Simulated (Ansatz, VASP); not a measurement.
One calculation of MgO, two programs

Contents of INCAR:

```
SYSTEM = MgO
PREC = Accurate
ENCUT = 520
EDIFF = 1E-7
ISMEAR = 0
SIGMA = 0.02
LREAL = .FALSE.
LASPH = .TRUE.
NELM = 80
ALGO = Normal
ISIF = 2
LWAVE = .FALSE.
LCHARG = .FALSE.
GGA = PE
NBANDS = 16
```

Contents of KPOINTS:

```
Automatic mesh
0
G
  12 12 6
  0 0 0
```

Contents of POSCAR:

```
MgO
1.0
    3.3150785077      0.0000000000      0.0000000000
   -1.6575392538      2.8709422032      0.0000000000
    0.0000000000      0.0000000000      5.1182377532
Mg O
2 2
Direct
    0.3333333333      0.6666666667      0.0061939067
    0.6666666667      0.3333333333      0.5061939067
    0.3333333333      0.6666666667      0.3984060833
    0.6666666667      0.3333333333      0.8984060833
```

Input for Ansatz:

```yaml
crystal:
  lattice:
    - [3.3150785077, 0.0, 0.0]
    - [-1.6575392538, 2.8709422032, 0.0]
    - [0.0, 0.0, 5.1182377532]
  atoms:
    - { symbol: Mg, position: [0.3333333333, 0.6666666667, 0.0061939067] }
    - { symbol: Mg, position: [0.6666666667, 0.3333333333, 0.5061939067] }
    - { symbol: O, position: [0.3333333333, 0.6666666667, 0.3984060833] }
    - { symbol: O, position: [0.6666666667, 0.3333333333, 0.8984060833] }
basis:
  ecutwfc: 420
kpoints:
  mp_grid: { grid: [12, 12, 6] }
  band_path: { path: [VBM, CBM], npoints: 2 }
hamiltonian:
  xc: pbe
scf:
  occupations: { method: gaussian, width: 0.02 }
output:
  forces: false
  stress: false
  eigenvalues: true
checkpoint:
  read: start.run
  write: ck
  compress: false
  write_wavefunctions: false
  write_every: 100000
```

Alike in both runs: task single point; functional PBE; k mesh 12 × 12 × 6; occupations gaussian, width 0.02 eV; no spin polarisation.

|  | VASP | Ansatz |
| --- | --- | --- |
| version | VASP 6.6.1 | Ansatz 0.2.0 |
| potentials or method | VASP PAW PBE potentials, release 64 (Mg, O), cutoff 520 eV | scalar-relativistic, plane waves, PAW |
| valence electrons in the cell | 16 | 32 |

```csv
,VASP,Ansatz,Ansatz less VASP
gap on the k mesh at the Fermi level (eV),3.39,3.41,+0.018
least direct gap on the mesh (eV),3.39,3.41,+0.018
```

VASP's potentials hold 16 valence electrons a cell and Ansatz's 32, so a difference there can come from the potentials and not from the codes.
